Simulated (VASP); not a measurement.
# TiH4 (P1) in VASP: single point with PBE

Aim: the single point of TiH4 with PBE.

Everything below comes from runs of VASP 6.6.1. Logs are shortened: lines on timing, memory, paths and dates and some standing lists are left out, and cuts for length are marked.

### 1 The cell of the first run

The typed cell holds 5 atoms: a = 2.968 Å, b = 2.969 Å, c = 5.672 Å, α = 89.70°, β = 90.74°, γ = 118.95°.

### 2 Single point, PBE

INCAR reads:

```
ALGO     = Normal         # electronic algorithm
EDIFF    = 1E-6           # SCF threshold, eV
ENCUT    = 520            # plane-wave cutoff, eV
GGA      = PE             # functional
ISIF     = 2              # what is computed and relaxed
ISMEAR   = 0              # smearing method
LASPH    = True           # aspherical terms in the spheres
LCHARG   = False          # write CHGCAR
LREAL    = False          # projectors in reciprocal space
LWAVE    = False          # write WAVECAR
NBANDS   = 16             # bands
NELM     = 80             # most SCF steps
PREC     = Accurate       # precision mode
SIGMA    = 0.1            # smearing width, eV
```

KPOINTS reads:

```
k-points
0
Gamma
  14 14 8
```

POSCAR reads:

```
TiH4
1.0
    2.9675251756      0.0025772270     -0.0036197378
   -1.4393502640      2.5969123557      0.0110292222
   -0.0665161674     -0.0274502245      5.6711756938
Ti H
1 4
Direct
    0.0042649113      0.9917964979      0.4753344503
    0.0743206876      0.9366289633      0.8191870498
    0.9137465909      0.0888610970      0.8101349018
    0.3422342897      0.6566969660      0.5840434051
    0.6654335202      0.3260164758      0.3113001930
```

Potentials or basis: VASP PAW PBE potentials, release 64 (Ti_sv, H).

The run is started by

```
> cat potpaw_PBE.64/Ti_sv/POTCAR potpaw_PBE.64/H/POTCAR > POTCAR
> mpirun -np 1 vasp_std > vasp.out
```

OUTCAR:

```text
EDIFF = 1E-6
   ENCUT = 520
   GGA = PE
   ISIF = 2
   ISMEAR = 0
   LASPH = True
   LREAL = False
   NELM = 80
   PREC = Accurate

 ion  position               nearest neighbor table
   1  0.004  0.992  0.475-   4 1.82   4 1.83   4 1.83
   2  0.074  0.937  0.819-   3 0.80
   3  0.914  0.089  0.810-   2 0.80
   4  0.342  0.657  0.584-   1 1.82   1 1.83   1 1.83
   5  0.665  0.326  0.311-

  LATTYP: Found a triclinic cell.
 ALAT       =     2.9675285024
 B/A-ratio  =     1.0005437400
 C/A-ratio  =     1.9112309056
 COS(alpha) =     0.0051664789
 COS(beta)  =     0.0129517444
 COS(gamma) =     0.4840141414

  Lattice vectors:

 A1 = (   2.9675251756,   0.0025772270,  -0.0036197378)
 A2 = (   1.4393502640,  -2.5969123557,  -0.0110292222)
 A3 = (   0.0665161674,   0.0274502245,  -5.6711756938)

Analysis of symmetry for initial positions (statically):
=====================================================================
 Subroutine PRICEL returns:
 Original cell was already a primitive cell.

 Routine SETGRP: Setting up the symmetry group for a
 triclinic supercell.

 Subroutine GETGRP returns: Found  1 space group operations
 (whereof  1 operations were pure point group operations)
 out of a pool of  2 trial point group operations.

The static configuration has the point symmetry C_1 .

Analysis of symmetry for dynamics (positions and initial velocities):
=====================================================================
 Subroutine PRICEL returns:
 Original cell was already a primitive cell.

 Routine SETGRP: Setting up the symmetry group for a
 triclinic supercell.

 Subroutine GETGRP returns: Found  1 space group operations
 (whereof  1 operations were pure point group operations)
 out of a pool of  2 trial point group operations.

The dynamic configuration has the point symmetry C_1 .

 Subroutine INISYM returns: Found  1 space group operations
 (whereof  1 operations are pure point group operations),
 and found     1 'primitive' translations

----------------------------------------------------------------------------------------

                                     Primitive cell

  volume of cell :      43.7255

  direct lattice vectors                    reciprocal lattice vectors
     2.967525176  0.002577227 -0.003619738     0.336824940  0.186666111  0.004854078
    -1.439350264  2.596912356  0.011029222    -0.000331992  0.384880776  0.001859047
    -0.066516167 -0.027450224  5.671175694     0.000215631 -0.000629367  0.176329763

  length of vectors
     2.967528502  2.969142066  5.671632187     0.385121850  0.384885409  0.176331018

  position of ions in fractional coordinates (direct lattice)
     0.004264911  0.991796498  0.475334450
     0.074320688  0.936628963  0.819187050
     0.913746591  0.088861097  0.810134902
     0.342234290  0.656696966  0.584043405
     0.665433520  0.326016476  0.311300193

  ion indices of the primitive-cell ions
   primitive index   ion index
                 1           1
                 2           2
                 3           3
                 4           4
                 5           5

----------------------------------------------------------------------------------------

 KPOINTS: k-points

Automatic generation of k-mesh.
 Grid dimensions read from file:
 generate k-points for:   14   14    8

 Generating k-lattice:

  Cartesian coordinates                     Fractional coordinates (reciprocal lattice)
     0.024058924  0.013333294  0.000346720     0.071428571 -0.000000000  0.000000000
    -0.000023714  0.027491484  0.000132789     0.000000000  0.071428571 -0.000000000
     0.000026954 -0.000078671  0.022041220     0.000000000 -0.000000000  0.125000000

  Length of vectors
     0.027508704  0.027491815  0.022041377

  Shift w.r.t. Gamma in fractional coordinates (k-lattice)
     0.000000000  0.000000000  0.000000000

 Subroutine IBZKPT returns following result:
 ===========================================

 Found    788 irreducible k-points:

 Following reciprocal coordinates:
            Coordinates               Weight
  0.000000  0.000000  0.000000      1.000000
  0.071429 -0.000000 -0.000000      2.000000
  0.142857  0.000000  0.000000      2.000000
  0.214286 -0.000000  0.000000      2.000000
  0.285714 -0.000000  0.000000      2.000000
  0.357143 -0.000000 -0.000000      2.000000
[... 16 lines left out ...]
  0.000000  0.142857  0.000000      2.000000
  0.071429  0.142857  0.000000      2.000000
 [... further k-points ...]
   k-points           NKPTS =    788   k-points in BZ     NKDIM =    788   number of bands    NBANDS=     16
   number of dos      NEDOS =    301   number of ions     NIONS =      5
   total plane-waves  NPLWV =  24192
   dimension x,y,z NGX =    24 NGY =   24 NGZ =   42
   dimension x,y,z NGXF=    48 NGYF=   48 NGZF=   84
   ions per type =               1   4
   NGX,Y,Z   is equivalent  to a cutoff of  13.45, 13.44, 12.31 a.u.
   NGXF,Y,Z  is equivalent  to a cutoff of  26.89, 26.88, 24.62 a.u.
 SYSTEM =  unknown system
   PREC   = accura    normal or accurate (medium, high low for compatibility)
   ISTART =      0    job   : 0-new  1-cont  2-samecut
   ICHARG =      2    charge: 1-file 2-atom 10-const
   ISPIN  =      1    spin polarized calculation?
   LNONCOLLINEAR =      F non collinear calculations
   LSORBIT =      F    spin-orbit coupling
   LASPH  =      T    aspherical Exc in radial PAW
   ENCUT  =  520.0 eV  38.22 Ry    6.18 a.u.   5.52  5.52 10.55*2*pi/ulx,y,z
   NELM   =     80;   NELMIN=  2; NELMDL= -5     # of ELM steps
   EDIFF  = 0.1E-05   stopping-criterion for ELM
   LREAL  =      F    real-space projection
   EDIFFG = 0.1E-04   stopping-criterion for IOM
   NSW    =      0    number of steps for IOM
   IBRION =     -1    ionic relax: 0-MD 1-quasi-New 2-CG
   NFREE  =      0    steps in history (QN), initial steepest desc. (CG)
   ISIF   =      2    stress and relaxation
   ISYM   =      2    0-nonsym 1-usesym 2-fastsym
   POTIM  = 0.5000    time-step for ionic-motion
   TEBEG  =    0.0;   TEEND  =   0.0 temperature during run
   PSTRESS=    0.0 pullay stress
   NELECT =      16.0000    total number of electrons
   NUPDOWN=      -1.0000    fix difference up-down
   EMIN   =  10.00;   EMAX   =-10.00  energy-range for DOS
   EFERMI =   0.00;   METHOD = LEGACY
   ISMEAR =     0;   SIGMA  =   0.10  broadening in eV -4-tet -1-fermi 0-gaus
   EFERMI_NEDOS =   21; number of points for ismear=-14 and -15
   IALGO  =     38    algorithm
   IMIX   =      4    mixing-type and parameters
     AMIX     =   0.40;   BMIX     =  1.00
     AMIX_MAG =   1.60;   BMIX_MAG =  1.00
  volume/ion in A,a.u.               =       8.75        59.01
  Fermi-wavevector in a.u.,A,eV,Ry     =   1.170945  2.212765 18.655111  1.371112
  Thomas-Fermi vector in A             =   2.307396
   LORBIT       =      0    0 simple, 1 ext, 2 COOP (PROOUT), +10 PAW based schemes
   GGA     = PE    functional components
   LHFCALC =     F    Hartree Fock is set to
   AEXX    =    0.0000 exact exchange contribution
   IVDW    =     0    specifies the selected vdW correction
   LEPSILON=     F    determine dielectric tensor
   LRPA    =     F    only Hartree local field effects (RPA)
 non-spin polarized calculation
 Gauss-broadening in eV      SIGMA  =   0.10
  energy-cutoff  :      520.00
  volume of cell :       43.73
 maximum number of plane-waves:      1202
 NGX is ok and might be reduce to    24
   NGX = 11   NGY = 11   NGZ = 21

 number of electron      16.0000000 magnetization

 Free energy of the ion-electron system (eV)
  ---------------------------------------------------
  ext. energy  EPLUGINS =         0.00000000
  ---------------------------------------------------
  free energy    TOTEN  =       -21.88654166 eV

  energy without entropy =      -21.88213356  energy(sigma->0) =      -21.88433761

 E-fermi :   2.9198     XC(G=0):  -8.7138

 val. band max:        2.9129704461   @ k =   0.4286   0.2857   0.0000
 cond. band min:       2.9275019544   @ k =   0.0714   0.0714   0.0000
 fundamental gap:      0.0145315083
 Fermi energy:         2.9197502591

 k-point     1 :       0.0000    0.0000    0.0000
  band No.  band energies     occupation
      1     -54.3375      2.00000
      2     -30.8809      2.00000
      3     -30.2802      2.00000
      4     -30.2001      2.00000
      5      -7.5658      2.00000
      6      -4.1614      2.00000
[... 8 lines left out ...]
     15      13.4025      0.00000
     16      16.8118      0.00000

 k-point     2 :       0.0714   -0.0000   -0.0000
  band No.  band energies     occupation
      1     -54.3344      2.00000
      2     -30.8774      2.00000
      3     -30.2980      2.00000
      4     -30.2096      2.00000
      5      -7.4799      2.00000
      6      -4.0661      2.00000
[... 8 lines left out ...]
     15      13.6580      0.00000
     16      16.1291      0.00000

 k-point     3 :       0.1429    0.0000    0.0000
  band No.  band energies     occupation
      1     -54.3258      2.00000
      2     -30.8677      2.00000
      3     -30.3536      2.00000
      4     -30.2302      2.00000
      5      -7.2312      2.00000
      6      -3.7917      2.00000
[... 8 lines left out ...]
     15      13.6936      0.00000
     16      14.9509      0.00000

 k-point     4 :       0.2143   -0.0000    0.0000
  band No.  band energies     occupation
      1     -54.3133      2.00000
      2     -30.8537      2.00000
      3     -30.4393      2.00000
      4     -30.2535      2.00000
      5      -6.8472      2.00000
      6      -3.3786      2.00000
[... 8 lines left out ...]
     15      13.0960      0.00000
     16      14.0193      0.00000
[... 324 lines left out ...]
 k-point    22 :      -0.0714    0.0714   -0.0000
  band No.  band energies     occupation
      1     -54.3342      2.00000
      2     -30.8772      2.00000
      3     -30.2855      2.00000
      4     -30.2239      2.00000
      5      -7.4726      2.00000
      6      -4.0607      2.00000
[... 8 lines left out ...]
     15      14.2011      0.00000
     16      16.2018      0.00000

 k-point    23 :       0.0000    0.1429    0.0000
  band No.  band energies     occupation
      1     -54.3258      2.00000
      2     -30.8678      2.00000
      3     -30.3545      2.00000
      4     -30.2290      2.00000
      5      -7.2327      2.00000
      6      -3.7922      2.00000
[... 8 lines left out ...]
     15      13.6374      0.00000
     16      14.9490      0.00000

 k-point    24 :       0.0714    0.1429    0.0000
  band No.  band energies     occupation
      1     -54.3185      2.00000
      2     -30.8594      2.00000
      3     -30.4102      2.00000
      4     -30.2387      2.00000
      5      -7.0115      2.00000
      6      -3.5442      2.00000
[... 8 lines left out ...]
     15      12.5360      0.00000
     16      14.5830      0.00000

 [... further k-points ...]

------------------------ aborting loop because EDIFF is reached ----------------------------------------

  FORCE on cell =-STRESS in cart. coord.  units (eV):
  Direction    XX          YY          ZZ          XY          YZ          ZX
  --------------------------------------------------------------------------------------
  -------------------------------------------------------------------------------------
  Total       -0.0249561     -0.0271055     -0.0370242     -0.0010797      0.0010002      0.0017508
  in kB       -0.9144348     -0.9931915     -1.3566293     -0.0395603      0.0366476      0.0641533
  external PRESSURE =      -1.0880852 kB  Pullay stress =       0.0000000 kB

 VOLUME and BASIS-vectors are now :
 -----------------------------------------------------------------------------
  energy-cutoff  :      520.00
  volume of cell :       43.73
      direct lattice vectors                 reciprocal lattice vectors
     2.967525176  0.002577227 -0.003619738     0.336824940  0.186666111  0.004854078
    -1.439350264  2.596912356  0.011029222    -0.000331992  0.384880776  0.001859047
    -0.066516167 -0.027450224  5.671175694     0.000215631 -0.000629367  0.176329763

 POSITION                                       TOTAL-FORCE (eV/Angst)
 -----------------------------------------------------------------------------------
     -1.44650      2.56257      2.70663        -0.000590     -0.000080     -0.006717
     -1.18208      2.41005      4.65581         0.003056     -0.001779      0.002413
      2.52978      0.21088      4.59209        -0.003182      0.002376      0.002291
      0.03152      1.69023      3.31822         0.001527     -0.001050      0.004686
      1.48473      0.83981      1.76663        -0.000810      0.000533     -0.002673
 -----------------------------------------------------------------------------------
    total drift:                               -0.000191      0.000004      0.000074

  FREE ENERGIE OF THE ION-ELECTRON SYSTEM (eV)
  ---------------------------------------------------
  free  energy   TOTEN  =       -21.8865416624 eV

  energy  without entropy=      -21.8821335558  energy(sigma->0) =      -21.88433761
```

Run time: 7.6 min. Hardware: 1 thread of Oxide Virtual Turin-like, shared host; peak memory 0.55 GiB.

What came out:

```yaml
Free_energy: -21.8865 eV
Pressure: -0.1 GPa
Largest_force: 0.007 eV/Å
Band_gap_on_the_k_mesh: zero (bands 8 and 9 overlap by 0.69 eV)
```

Forces on the atoms (eV/Å):
```
Ti  -0.001  0.000 -0.007
H    0.003 -0.002  0.002
H   -0.003  0.002  0.002
H    0.002 -0.001  0.005
H   -0.001  0.001 -0.003
```

Levels at points of the mesh, in eV from the Fermi level:
```
           k point  band 5  band 6  band 7  band 8  band 9  band 10  band 11  band 12
(0.00, 0.00, 0.00)  -10.49   -7.08   -3.28    0.29    0.51     1.66     1.72     1.82
(0.50, 0.00, 0.00)   -8.24   -5.54   -4.17   -1.58    1.10     1.81     2.89     4.08
(0.00, 0.50, 0.00)   -8.26   -5.54   -4.17   -1.57    1.10     1.80     2.89     4.07
(0.50, 0.50, 0.00)   -7.92   -5.57   -4.08   -1.84    1.10     1.90     2.94     3.00
(0.00, 0.00, 0.50)  -10.34   -7.48   -2.81    0.29    0.51     1.13     1.67     1.71
(0.50, 0.00, 0.50)   -8.18   -5.61   -4.07   -1.72    1.09     1.28     2.89     4.15
(0.00, 0.50, 0.50)   -8.20   -5.61   -4.08   -1.71    1.09     1.28     2.89     4.23
(0.50, 0.50, 0.50)   -7.87   -5.65   -3.94   -2.02    1.09     1.39     2.94     3.17
```
